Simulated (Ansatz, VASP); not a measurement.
# One calculation of Ge, two programs

File INCAR:

```
ALGO     = Normal         # electronic algorithm
EDIFF    = 1E-6           # SCF threshold, eV
ENCUT    = 500            # plane-wave cutoff, eV
GGA      = PE             # functional
GGA_COMPAT= False        
ISIF     = 2              # what is computed and relaxed
ISMEAR   = 0              # smearing method
LASPH    = True           # aspherical terms in the spheres
LCHARG   = False          # write CHGCAR
LREAL    = False          # projectors in reciprocal space
LWAVE    = False          # write WAVECAR
NBANDS   = 13             # bands
NELM     = 120            # most SCF steps
PREC     = Accurate       # precision mode
SIGMA    = 0.1            # smearing width, eV
```

The input KPOINTS:

```
k-points
0
Gamma
  10 10 10
```

The input POSCAR:

```
Ge
1.0
    0.0000000000      2.1791449299      2.1791449299
    2.1791449299      0.0000000000      2.1791449299
    2.1791449299      2.1791449299      0.0000000000
Ge
1
Direct
    0.0000000000      0.0000000000      0.0000000000
```

Input for Ansatz:

```yaml
crystal:
  lattice:
    - [0.0, 2.1791449299, 2.1791449299]
    - [2.1791449299, 0.0, 2.1791449299]
    - [2.1791449299, 2.1791449299, 0.0]
  atoms:
    - { symbol: Ge, position: [0.0, 0.0, 0.0] }
basis:
  ecutwfc: 420
kpoints:
  mp_grid: { grid: [10, 10, 10] }
hamiltonian:
  xc: pbe
scf:
  occupations: { method: gaussian, width: 0.1 }
  max_iter: 300
output:
  forces: true
  stress: true
  eigenvalues: true
```

Alike in both runs: task single point; functional PBE; k mesh 10 × 10 × 10; occupations gaussian, width 0.1 eV; no spin polarisation.

```csv
,VASP,Ansatz
version,VASP 6.6.1,Ansatz 0.2.0
potentials or method,"VASP PAW PBE potentials, release 64 (Ge_d), cutoff 500 eV","scalar-relativistic, plane waves, PAW"
valence electrons in the cell,14,14
```

```tsv
	VASP	Ansatz	Ansatz less VASP
gap on the k mesh at the Fermi level (eV)	none	none	-
pressure (GPa)	-2.9	-2.8	+0.16
```

A gap of «none» marks a metal or a gap that the smearing closes. The functional is the same, so the differences come from potentials, cutoffs and numerics.
